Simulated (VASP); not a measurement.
Input of a VASP 6.6.1 run:

Contents of INCAR:

```
SYSTEM = Bi2Te3
PREC = Accurate
ENCUT = 600
EDIFF = 1E-7
ISMEAR = 0
SIGMA = 0.03
LREAL = .False.
LASPH = .True.
NELM = 80
ALGO = Normal
ISIF = 3
LWAVE = .False.
LCHARG = .False.
GGA = PE
IVDW = 12
IBRION = 2
NSW = 90
EDIFFG = -0.005
```

Contents of KPOINTS:

```
regular mesh
0
Gamma
  7 7 7
  0 0 0
```

Contents of POSCAR:

```
Bi2Te3                                  
1.0
    2.1936657969      1.2665135383     10.0954917476
   -2.1936657969      1.2665135383     10.0954917476
    0.0000000000     -2.5330270768     10.0954917476
  Bi              Te            
     2     3
Direct
     0.4001047852482315    0.4001047852482315    0.4001047852482315
     0.5998952147517685    0.5998952147517685    0.5998952147517685
     0.0000000000000000    0.0000000000000000    0.0000000000000000
     0.2093171257433877    0.2093171257433877    0.2093171257433877
     0.7906828742566122    0.7906828742566122    0.7906828742566121
```

Potentials or basis: VASP PAW PBE potentials, release 64 (Bi_d, Te).

Launch:

```sh
$ cat potpaw_PBE.64/Bi_d/POTCAR potpaw_PBE.64/Te/POTCAR > POTCAR
$ mpirun -np 1 vasp_std > vasp.out
```

Question: What does it give for the space group after relaxing (to 0.1 Å)?

Answer: R-3m (No. 166).

Question: What does it give for the relaxed cell?

Answer: a = 10.405 Å, b = 10.405 Å, c = 10.405 Å, α = 24.34°, β = 24.34°, γ = 24.34°.

Question: Estimate the dispersion energy per atom.

Answer: -0.451 eV.

Final structure:
```
CELL_PARAMETERS angstrom
2.19307 1.26617 10.09193
-2.19307 1.26617 10.09193
0.00000 -2.53234 10.09193
ATOMIC_POSITIONS crystal
Bi 0.40012 0.40012 0.40012
Bi 0.59988 0.59988 0.59988
Te 0.00000 0.00000 0.00000
Te 0.20925 0.20925 0.20925
Te 0.79075 0.79075 0.79075
```
